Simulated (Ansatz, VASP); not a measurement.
## Two plane-wave programs on Si5Mo

```
Si Mo
1.0
     0.00000    3.48630    3.48630
     3.48630    0.00000    3.48630
     3.48630    3.48630    0.00000
Si Mo
5 1
Direct
  0.75000 0.75000 0.75000
  0.37548 0.37548 0.87355
  0.37548 0.87355 0.37548
  0.37548 0.37548 0.37548
  0.87355 0.37548 0.37548
  0.00000 0.00000 0.00000
```

Change from the starting cell: species swapped into the Be5Pd type (F-43m, No. 216).

Alike in both runs: functional PBE; k mesh 10 × 10 × 10; occupations gaussian, width 0.1 eV; no spin polarisation.

Ansatz relaxed the structure, and its values are those at the end. VASP's run is a single point on that final structure, the one shown.

|  | VASP | Ansatz |
| --- | --- | --- |
| version | VASP 6.6.1 | Ansatz 0.2.0 |
| potentials or method | VASP PAW PBE potentials, release 64 (Si, Mo_sv), cutoff 520 eV | scalar-relativistic, plane waves, PAW |
| valence electrons in the cell | 34 | 34 |

```csv
,VASP,Ansatz,Ansatz less VASP
gap on the k mesh at the Fermi level (eV),none,none,-
pressure (GPa),0.0,0.0,+0.03
```

A gap of «none» marks a metal or a gap that the smearing closes.
